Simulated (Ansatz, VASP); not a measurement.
## PtSe2: VASP beside Ansatz

The input INCAR:

```
PREC = Accurate ; ENCUT = 520
EDIFF = 1E-6 ; ISMEAR = 0
SIGMA = 0.15 ; LREAL = False
LASPH = True ; NELM = 60
ALGO = Normal ; ISIF = 2
LWAVE = False ; LCHARG = False
GGA = PS ; IVDW = 12
NBANDS = 18
```

Contents of KPOINTS:

```
regular mesh
0
Gamma
  12 12 8
```

The input POSCAR:

```
PtSe2
1.0
    3.1780349139      0.0000000000      0.0000000000
   -1.5890174570      2.7522589696      0.0000000000
    0.0000000000      0.0000000000      4.6296715343
Pt Se
1 2
Direct
    0.0000000000      0.0000000000      0.0000000000
    0.3333333333      0.6666666667      0.2721511594
    0.6666666667      0.3333333333      0.7278488406
```

Input for Ansatz:

```yaml
crystal:
  lattice:
    - [3.1780349139, 0.0, 0.0]
    - [-1.589017457, 2.7522589696, 0.0]
    - [0.0, 0.0, 4.6296715343]
  atoms:
    - { symbol: Pt, position: [0.0, 0.0, 0.0] }
    - { symbol: Se, position: [0.3333333333, 0.6666666667, 0.2721511594] }
    - { symbol: Se, position: [0.6666666667, 0.3333333333, 0.7278488406] }
basis:
  ecutwfc: 420
kpoints:
  mp_grid: { grid: [12, 12, 8] }
hamiltonian:
  xc: pbesol
  pseudopotentials: { kind: paw, azcp: { folder: soft_1 } }
  dispersion: d3bj
scf:
  occupations: { method: gaussian, width: 0.15 }
output:
  forces: true
  stress: true
  eigenvalues: true
```

Change from the starting cell: normal strain along x -0.1500, normal strain along y -0.1500.

Alike in both runs: task single point; functional PBEsol; dispersion D3(BJ); k mesh 12 × 12 × 8; occupations gaussian, width 0.15 eV; no spin polarisation.

|  | VASP | Ansatz |
| --- | --- | --- |
| version | VASP 6.6.1 | Ansatz 0.2.0 |
| potentials or method | VASP PAW PBE potentials, release 64 (Pt, Se), cutoff 520 eV | scalar-relativistic, plane waves, PAW |
| valence electrons in the cell | 22 | 50 |

```tsv
	VASP	Ansatz	Ansatz less VASP
gap on the k mesh at the Fermi level (eV)	none	none	-
pressure (GPa)	119.9	117.9	-1.98
traceless stress, the component that is largest in VASP (GPa)	-26.96	-26.68	+0.274
rms of the force components (eV/Å)	3.420	3.353	-0.0665
```

VASP's potentials were made for PBE, not for PBEsol, and Ansatz warns of the same on its side. Atom by atom the forces differ by 0.067 eV/Å (rms over components). A gap of «none» marks a metal or a gap that the smearing closes. Both programs put the cell under a high pressure, so it lies far from rest at this level. VASP's potentials hold 22 valence electrons a cell and Ansatz's 50, so a difference there can come from the potentials and not from the codes.

Spin-orbit coupling is off throughout. Noted on VASP's run: the cell as given lies far from equilibrium.
